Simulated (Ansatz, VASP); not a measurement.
## Rh: VASP beside Ansatz

Contents of INCAR:

```
SYSTEM = Rh
  PREC = Accurate
  ENCUT = 500
  EDIFF = 1E-6
  ISMEAR = -1
  SIGMA = 0.1
  LREAL = .False.
  LASPH = .True.
  NELM = 120
  ALGO = Normal
  ISIF = 2
  LWAVE = .False.
  LCHARG = .False.
  GGA = PE
  NBANDS = 14
  GGA_COMPAT = .False.
```

File KPOINTS:

```
regular mesh
0
Gamma
  14 14 14
  0 0 0
```

Contents of POSCAR:

```
Rh
1.0
    0.0000000000      1.8978500000      1.8978500000
    1.8978500000      0.0000000000      1.8978500000
    1.8978500000      1.8978500000      0.0000000000
Rh
1
Direct
    0.0000000000      0.0000000000      0.0000000000
```

Input for Ansatz:

```yaml
crystal:
  lattice:
    - [0.0, 1.89785, 1.89785]
    - [1.89785, 0.0, 1.89785]
    - [1.89785, 1.89785, 0.0]
  atoms:
    - { symbol: Rh, position: [0.0, 0.0, 0.0] }
hamiltonian:
  xc: pbe
  pseudopotentials: { kind: paw }
basis:
  ecutwfc: 420
kpoints:
  mp_grid: { grid: [14, 14, 14] }
scf:
  occupations: { method: fermi_dirac, width: 0.1 }
  lower_state_search: "off"
output:
  forces: true
  stress: true
  write_density: true
  write_potential: true
  elf: true
  volumetric_format: npy
```

Alike in both runs: task single point; functional PBE; k mesh 14 × 14 × 14; occupations fermi-dirac, width 0.1 eV; no spin polarisation.

|  | VASP | Ansatz |
| --- | --- | --- |
| version | VASP 6.6.1 | Ansatz 0.2.0 |
| potentials or method | VASP PAW PBE potentials, release 64 (Rh_pv), cutoff 500 eV | PAW, plane waves, scalar-relativistic |
| valence electrons in the cell | 15 | 17 |

```csv
,VASP,Ansatz,Ansatz less VASP
pressure (GPa),7.9,7.8,-0.09
```

With one functional, cell and mesh, what is left measures potentials, basis and numerics. VASP's potentials hold 15 valence electrons a cell and Ansatz's 17, so a difference there can come from the potentials and not from the codes.
